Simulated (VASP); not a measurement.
Runs of VASP 6.6.1 on TiC8. The structure is that of space group P6/mmm (No. 191), or close to it. The cells are those of the table. 

```tsv
task	cell	k mesh	cutoff (eV)	smearing	gap on the mesh (eV)	pressure (GPa)	relaxed volume (Å³/atom)	largest force (eV/Å)
relaxation of cell and atoms	relaxed from a = 5.001, b = 5.001, c = 3.635 Å, angles 90.0, 90.0, 120.0°, 9 atoms	9 × 9 × 10	600	gaussian 0.1 eV	none	0.0	8.75	-
single point	a = 5.001, b = 5.001, c = 3.635 Å, angles 90.0, 90.0, 120.0°, 9 atoms	6 × 6 × 6	520	gaussian 0.1 eV	none	0.5	-	0.03
single point	a = 5.001, b = 5.001, c = 3.637 Å, angles 90.0, 90.0, 120.0°, 9 atoms	6 × 6 × 4	520	gaussian 0.1 eV	none	0.5	-	0.01
single point	a = 4.912, b = 4.912, c = 4.020 Å, angles 90.0, 90.0, 120.0°, 9 atoms	6 × 6 × 4	520	gaussian 0.1 eV	none	(a)	-	0.62
single point	a = 5.001, b = 5.001, c = 3.638 Å, angles 90.0, 90.0, 120.0°, 9 atoms	9 × 9 × 10	520	gaussian 0.1 eV	none	0.5	-	0.01
single point	a = 3.638, b = 5.001, c = 5.001 Å, angles 120.0, 90.0, 90.0°, 9 atoms	6 × 6 × 6	520	gaussian 0.2 eV	none	0.5	-	-
relaxation of cell and atoms	relaxed from a = 4.912, b = 4.912, c = 4.020 Å, angles 90.0, 90.0, 120.0°, 9 atoms	6 × 6 × 4	600	gaussian 0.1 eV	none	0.1	8.76	-
relaxation of cell and atoms	relaxed from a = 5.001, b = 5.001, c = 3.637 Å, angles 90.0, 90.0, 120.0°, 9 atoms	6 × 6 × 6	600	gaussian 0.1 eV	none	0.0	8.75	-
```

Alike in all rows: level PBE+D3(BJ); potentials or basis VASP PAW PBE potentials, release 64 (Ti_sv, C); no spin polarisation.

**Question.** Estimate the missing entries.

**Answer.** (a) 5.7.

Caveats: some runs use coarse meshes; pairwise dispersion overbinds metals, which lowers pressure and volume.

A gap of «none» marks levels without a gap at the run's occupations.
